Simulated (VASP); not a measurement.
# GaN (P6_3mc) in VASP: further runs

GaN is run at these levels: PBE; tasks: relaxation of the atoms, single point.

Everything below comes from runs of VASP 6.6.1. Logs are shortened: lines on timing, memory, paths and dates and some standing lists are left out, and cuts for length are marked.

### 1 The cell of the first run

It takes space group P6_3mc (No. 186, hexagonal). The conventional cell has a = 3.219 Å, b = 3.219 Å, c = 5.244 Å, α = 90.00°, β = 90.00°, γ = 120.00°. Within 2.6 Å of Ga (site symmetry 3m) lie 4 N at 1.97 to 1.98 Å. Within 2.6 Å of N (site symmetry 3m) lie 4 Ga at 1.97 to 1.98 Å.

### 2 Relaxation of the atoms, PBE

File INCAR:

```
ALGO = Normal
EDIFF = 1E-7
EDIFFG = -0.03
ENCUT = 520
GGA = PE
IBRION = 2
ISIF = 2
ISMEAR = -1
LASPH = T
LCHARG = F
LREAL = Auto
LWAVE = F
NELM = 100
NSW = 100
PREC = Accurate
SIGMA = 0.01
```

File KPOINTS:

```
k-points
0
Gamma
  2 2 3
```

File POSCAR:

```
GaN
1.0
    6.4372426900      0.0000000000      0.0000000000
   -3.2186213450      5.5748157000      0.0000000000
    0.0000000000      0.0000000000      5.2435339933
Ga N
8 8
Direct
    0.3333333350      0.1666666650      0.4991368700
    0.1666666650      0.3333333350      0.9991368700
    0.3333333350      0.6666666650      0.4991368700
    0.1666666650      0.8333333350      0.9991368700
    0.8333333350      0.1666666650      0.4991368700
    0.6666666650      0.3333333350      0.9991368700
    0.8333333350      0.6666666650      0.4991368700
    0.6666666650      0.8333333350      0.9991368700
    0.3333333350      0.1666666650      0.8758631300
    0.1666666650      0.3333333350      0.3758631300
    0.3333333350      0.6666666650      0.8758631300
    0.1666666650      0.8333333350      0.3758631300
    0.8333333350      0.1666666650      0.8758631300
    0.6666666650      0.3333333350      0.3758631300
    0.8333333350      0.6666666650      0.8758631300
    0.6666666650      0.8333333350      0.3758631300
```

Potentials or basis: VASP PAW PBE potentials, release 64 (Ga_d, N).

Started as:

```console
$ cat potpaw_PBE.64/Ga_d/POTCAR potpaw_PBE.64/N/POTCAR > POTCAR
$ mpirun -np 1 vasp_std > vasp.out
```

OUTCAR:

```text
EDIFF = 1E-7
   EDIFFG = -0.03
   ENCUT = 520
   GGA = PE
   IBRION = 2
   ISIF = 2
   ISMEAR = -1
   LASPH = T
   LREAL = Auto
   NELM = 100
   NSW = 100
   PREC = Accurate

 ion  position               nearest neighbor table
   1  0.333  0.167  0.499-  14 1.97  12 1.97  10 1.97   9 1.98
   2  0.167  0.333  0.999-  13 1.97  11 1.97   9 1.97  10 1.98
   3  0.333  0.667  0.499-  16 1.97  10 1.97  12 1.97  11 1.98
   4  0.167  0.833  0.999-  15 1.97   9 1.97  11 1.97  12 1.98
   5  0.833  0.167  0.499-  10 1.97  16 1.97  14 1.97  13 1.98
   6  0.667  0.333  0.999-   9 1.97  15 1.97  13 1.97  14 1.98
[... 8 lines left out ...]
  15  0.833  0.667  0.876-   4 1.97   6 1.97   8 1.97   7 1.98
  16  0.667  0.833  0.376-   3 1.97   5 1.97   7 1.97   8 1.98

  LATTYP: Found a hexagonal cell.
 ALAT       =     6.4372426900
 C/A-ratio  =     0.8145621108

  Lattice vectors:

 A1 = (   6.4372426900,   0.0000000000,   0.0000000000)
 A2 = (  -3.2186213450,   5.5748157000,   0.0000000000)
 A3 = (   0.0000000000,   0.0000000000,   5.2435339933)

Analysis of symmetry for initial positions (statically):
=====================================================================
 Subroutine PRICEL returns following result:

  LATTYP: Found a hexagonal cell.
 ALAT       =     3.2186213450
 C/A-ratio  =     1.6291242216

  Lattice vectors:

 A1 = (   3.2186213450,   0.0000000000,   0.0000000000)
 A2 = (  -1.6093106725,   2.7874078500,   0.0000000000)
 A3 = (   0.0000000000,   0.0000000000,   5.2435339933)

   4 primitive cells build up your supercell.

 Routine SETGRP: Setting up the symmetry group for a
 hexagonal supercell.

 Subroutine GETGRP returns: Found 12 space group operations
 (whereof  6 operations were pure point group operations)
 out of a pool of 24 trial point group operations.

The static configuration has the point symmetry C_3v.
 The point group associated with its full space group is C_6v.

Analysis of symmetry for dynamics (positions and initial velocities):
=====================================================================
 Subroutine PRICEL returns following result:

  LATTYP: Found a hexagonal cell.
 ALAT       =     3.2186213450
 C/A-ratio  =     1.6291242216

  Lattice vectors:

 A1 = (   3.2186213450,   0.0000000000,   0.0000000000)
 A2 = (  -1.6093106725,   2.7874078500,   0.0000000000)
 A3 = (   0.0000000000,   0.0000000000,   5.2435339933)

   4 primitive cells build up your supercell.

 Routine SETGRP: Setting up the symmetry group for a
 hexagonal supercell.

 Subroutine GETGRP returns: Found 12 space group operations
 (whereof  6 operations were pure point group operations)
 out of a pool of 24 trial point group operations.

The dynamic configuration has the point symmetry C_3v.
 The point group associated with its full space group is C_6v.

 Subroutine INISYM returns: Found 12 space group operations
 (whereof  6 operations are pure point group operations),
 and found     4 'primitive' translations

----------------------------------------------------------------------------------------

                                     Primitive cell

  volume of cell :      47.0429

  direct lattice vectors                    reciprocal lattice vectors
     3.218621345  0.000000000  0.000000000     0.310692030  0.179378127  0.000000000
    -1.609310672  2.787407850  0.000000000     0.000000000  0.358756254  0.000000000
     0.000000000  0.000000000  5.243533993     0.000000000  0.000000000  0.190711074

  length of vectors
     3.218621345  3.218621345  5.243533993     0.358756254  0.358756254  0.190711074

  position of ions in fractional coordinates (direct lattice)
     0.666666670  0.333333330  0.499136870
     0.333333330  0.666666670  0.999136870
     0.666666670  0.333333330  0.875863130
     0.333333330  0.666666670  0.375863130

  ion indices of the primitive-cell ions
   primitive index   ion index
                 1           1
                 2           2
                 3           9
                 4          10

----------------------------------------------------------------------------------------

 KPOINTS: k-points

Automatic generation of k-mesh.
 Grid dimensions read from file:
 generate k-points for:    2    2    3

 Generating k-lattice:

  Cartesian coordinates                     Fractional coordinates (reciprocal lattice)
     0.077673008  0.044844532  0.000000000     0.500000000  0.000000000  0.000000000
     0.000000000  0.089689064  0.000000000     0.000000000  0.500000000  0.000000000
     0.000000000  0.000000000  0.063570358     0.000000000  0.000000000  0.333333333

  Length of vectors
     0.089689064  0.089689064  0.063570358

  Shift w.r.t. Gamma in fractional coordinates (k-lattice)
     0.000000000  0.000000000  0.000000000

 Subroutine IBZKPT returns following result:
 ===========================================

 Found      4 irreducible k-points:

 Following reciprocal coordinates:
            Coordinates               Weight
  0.000000  0.000000  0.000000      1.000000
  0.500000  0.000000  0.000000      3.000000
  0.000000  0.000000  0.333333      2.000000
  0.500000  0.000000  0.333333      6.000000
   k-points           NKPTS =      4   k-points in BZ     NKDIM =      4   number of bands    NBANDS=     86
   number of dos      NEDOS =    301   number of ions     NIONS =     16
   total plane-waves  NPLWV =  92160
   dimension x,y,z NGX =    48 NGY =   48 NGZ =   40
   dimension x,y,z NGXF=    96 NGYF=   96 NGZF=   80
   ions per type =               8   8
   NGX,Y,Z   is equivalent  to a cutoff of  12.40, 12.40, 12.68 a.u.
   NGXF,Y,Z  is equivalent  to a cutoff of  24.79, 24.79, 25.36 a.u.
 SYSTEM =  unknown system
   PREC   = accura    normal or accurate (medium, high low for compatibility)
   ISTART =      0    job   : 0-new  1-cont  2-samecut
   ICHARG =      2    charge: 1-file 2-atom 10-const
   ISPIN  =      1    spin polarized calculation?
   LNONCOLLINEAR =      F non collinear calculations
   LSORBIT =      F    spin-orbit coupling
   LASPH  =      T    aspherical Exc in radial PAW
   ENCUT  =  520.0 eV  38.22 Ry    6.18 a.u.  11.97 11.97  9.75*2*pi/ulx,y,z
   NELM   =    100;   NELMIN=  2; NELMDL= -5     # of ELM steps
   EDIFF  = 0.1E-06   stopping-criterion for ELM
   LREAL  =      T    real-space projection
   EDIFFG = -.3E-01   stopping-criterion for IOM
   NSW    =    100    number of steps for IOM
   IBRION =      2    ionic relax: 0-MD 1-quasi-New 2-CG
   NFREE  =      1    steps in history (QN), initial steepest desc. (CG)
   ISIF   =      2    stress and relaxation
   ISYM   =      2    0-nonsym 1-usesym 2-fastsym
   POTIM  = 0.5000    time-step for ionic-motion
   TEBEG  =    0.0;   TEEND  =   0.0 temperature during run
   PSTRESS=    0.0 pullay stress
   NELECT =     144.0000    total number of electrons
   NUPDOWN=      -1.0000    fix difference up-down
   EMIN   =  10.00;   EMAX   =-10.00  energy-range for DOS
   EFERMI =   0.00;   METHOD = LEGACY
   ISMEAR =    -1;   SIGMA  =   0.01  broadening in eV -4-tet -1-fermi 0-gaus
   EFERMI_NEDOS =   21; number of points for ismear=-14 and -15
   IALGO  =     38    algorithm
   IMIX   =      4    mixing-type and parameters
     AMIX     =   0.40;   BMIX     =  1.00
     AMIX_MAG =   1.60;   BMIX_MAG =  1.00
  volume/ion in A,a.u.               =      11.76        79.37
  Fermi-wavevector in a.u.,A,eV,Ry     =   1.497422  2.829717 30.507965  2.242272
  Thomas-Fermi vector in A             =   2.609312
   LORBIT       =      0    0 simple, 1 ext, 2 COOP (PROOUT), +10 PAW based schemes
   GGA     = PE    functional components
   LHFCALC =     F    Hartree Fock is set to
   AEXX    =    0.0000 exact exchange contribution
   IVDW    =     0    specifies the selected vdW correction
   LEPSILON=     F    determine dielectric tensor
   LRPA    =     F    only Hartree local field effects (RPA)
 conjugate gradient relaxation of ions
 non-spin polarized calculation
  energy-cutoff  :      520.00
  volume of cell :      188.17
 maximum number of plane-waves:      5084
 NGX is ok and might be reduce to    48
   NGX = 23   NGY = 23   NGZ = 19

 number of electron     143.9999826 magnetization

 Free energy of the ion-electron system (eV)
  ---------------------------------------------------
  ext. energy  EPLUGINS =         0.00000000
  ---------------------------------------------------
  free energy    TOTEN  =       -97.04909770 eV

  energy without entropy =      -97.04909770  energy(sigma->0) =      -97.04909770

 E-fermi :   5.3250     XC(G=0): -11.5076

 val. band max:        5.0343065038   @ k =   0.0000   0.0000   0.0000
 cond. band min:       6.7370319618   @ k =   0.0000   0.0000   0.0000
 fundamental gap:      1.7027254580
 Fermi energy:         5.3249992793

 k-point     1 :       0.0000    0.0000    0.0000
  band No.  band energies     occupation
      1     -10.7077      2.00000
      2      -9.8968      2.00000
      3      -9.8968      2.00000
      4      -9.8968      2.00000
      5      -9.8905      2.00000
      6      -9.7470      2.00000
[... 76 lines left out ...]
     83      10.9975      0.00000
     84      13.3725      0.00000

 k-point     2 :       0.5000    0.0000    0.0000
  band No.  band energies     occupation
      1     -10.2455      2.00000
      2     -10.2455      2.00000
      3      -9.8810      2.00000
      4      -9.8810      2.00000
      5      -9.7957      2.00000
      6      -9.7957      2.00000
[... 76 lines left out ...]
     83      12.6527      0.00000
     84      12.6532      0.00000

 k-point     3 :       0.0000    0.0000    0.3333
  band No.  band energies     occupation
      1     -10.4316      2.00000
      2     -10.0072      2.00000
      3      -9.8239      2.00000
      4      -9.8239      2.00000
      5      -9.8239      2.00000
      6      -9.7493      2.00000
[... 76 lines left out ...]
     83      12.4218      0.00000
     84      12.7071      0.00000

 k-point     4 :       0.5000    0.0000    0.3333
  band No.  band energies     occupation
      1     -10.0679      2.00000
      2     -10.0679      2.00000
      3      -9.8428      2.00000
      4      -9.8428      2.00000
      5      -9.8115      2.00000
      6      -9.8115      2.00000
[... 76 lines left out ...]
     83      12.7656      0.00000
     84      12.7782      0.00000
 [bands above 84 left out]

------------------------ aborting loop because EDIFF is reached ----------------------------------------

  FORCE on cell =-STRESS in cart. coord.  units (eV):
  Direction    XX          YY          ZZ          XY          YZ          ZX
  --------------------------------------------------------------------------------------
  -------------------------------------------------------------------------------------
  Total        0.1715810      0.1715810     -0.3940052      0.0000000      0.0000000      0.0000000
  in kB        1.4609164      1.4609164     -3.3547334      0.0000000      0.0000000      0.0000000
  external PRESSURE =      -0.1443002 kB  Pullay stress =       0.0000000 kB

 VOLUME and BASIS-vectors are now :
 -----------------------------------------------------------------------------
  energy-cutoff  :      520.00
  volume of cell :      188.17
      direct lattice vectors                 reciprocal lattice vectors
     6.437242690  0.000000000  0.000000000     0.155346015  0.089689064  0.000000000
    -3.218621345  5.574815700  0.000000000     0.000000000  0.179378127  0.000000000
     0.000000000  0.000000000  5.243533993     0.000000000  0.000000000  0.190711074

 POSITION                                       TOTAL-FORCE (eV/Angst)
 -----------------------------------------------------------------------------------
      1.60931      0.92914      2.61724         0.000000      0.000000      0.002716
     -0.00000      1.85827      5.23901        -0.000000     -0.000000      0.002716
      0.00000      3.71654      2.61724         0.000000     -0.000000      0.002716
     -1.60931      4.64568      5.23901         0.000000     -0.000000      0.002716
      4.82793      0.92914      2.61724        -0.000000      0.000000      0.002716
      3.21862      1.85827      5.23901        -0.000000     -0.000000      0.002716
[... 8 lines left out ...]
      3.21862      3.71654      4.59262         0.000000      0.000000     -0.002716
      1.60931      4.64568      1.97085         0.000000      0.000000     -0.002716
 -----------------------------------------------------------------------------------
    total drift:                               -0.000045      0.000021      0.007282

  FREE ENERGIE OF THE ION-ELECTRON SYSTEM (eV)
  ---------------------------------------------------
  free  energy   TOTEN  =       -97.0490976952 eV

  energy  without entropy=      -97.0490976952  energy(sigma->0) =      -97.04909770

 reached required accuracy - stopping structural energy minimisation
```

Wall time 2.3 min (1 thread of Intel Xeon Platinum 8259CL at 2.50GHz (Skylake/Cascade Lake), shared host); peak memory 0.3 GiB.

Results:

```
Free energy             : -97.0491 eV
Pressure after relaxing : 0.0 GPa
Band gap on the k mesh  : 1.70 eV
```

Forces on the atoms (eV/Å):
```
Ga   0.000  0.000  0.003
Ga   0.000  0.000  0.003
Ga   0.000  0.000  0.003
Ga   0.000  0.000  0.003
Ga   0.000  0.000  0.003
Ga   0.000  0.000  0.003
Ga   0.000  0.000  0.003
Ga   0.000  0.000  0.003
N    0.000  0.000 -0.003
N    0.000  0.000 -0.003
N    0.000  0.000 -0.003
N    0.000  0.000 -0.003
N    0.000  0.000 -0.003
N    0.000  0.000 -0.003
N    0.000  0.000 -0.003
N    0.000  0.000 -0.003
```

Final structure:
```yaml
crystal:
  lattice:
    - [6.43724, 0.00000, 0.00000]
    - [-3.21862, 5.57482, 0.00000]
    - [0.00000, 0.00000, 5.24353]
  atoms:
    - { symbol: Ga, position: [0.33333, 0.16667, 0.49914] }
    - { symbol: Ga, position: [0.16667, 0.33333, 0.99914] }
    - { symbol: Ga, position: [0.33333, 0.66667, 0.49914] }
    - { symbol: Ga, position: [0.16667, 0.83333, 0.99914] }
    - { symbol: Ga, position: [0.83333, 0.16667, 0.49914] }
    - { symbol: Ga, position: [0.66667, 0.33333, 0.99914] }
    - { symbol: Ga, position: [0.83333, 0.66667, 0.49914] }
    - { symbol: Ga, position: [0.66667, 0.83333, 0.99914] }
    - { symbol: N, position: [0.33333, 0.16667, 0.87586] }
    - { symbol: N, position: [0.16667, 0.33333, 0.37586] }
    - { symbol: N, position: [0.33333, 0.66667, 0.87586] }
    - { symbol: N, position: [0.16667, 0.83333, 0.37586] }
    - { symbol: N, position: [0.83333, 0.16667, 0.87586] }
    - { symbol: N, position: [0.66667, 0.33333, 0.37586] }
    - { symbol: N, position: [0.83333, 0.66667, 0.87586] }
    - { symbol: N, position: [0.66667, 0.83333, 0.37586] }
```

Caveat: the k points lie up to 0.56 Å⁻¹ apart; the relaxation stopped at its first step, so nothing moved.

(Continued in part 2 of 3.)
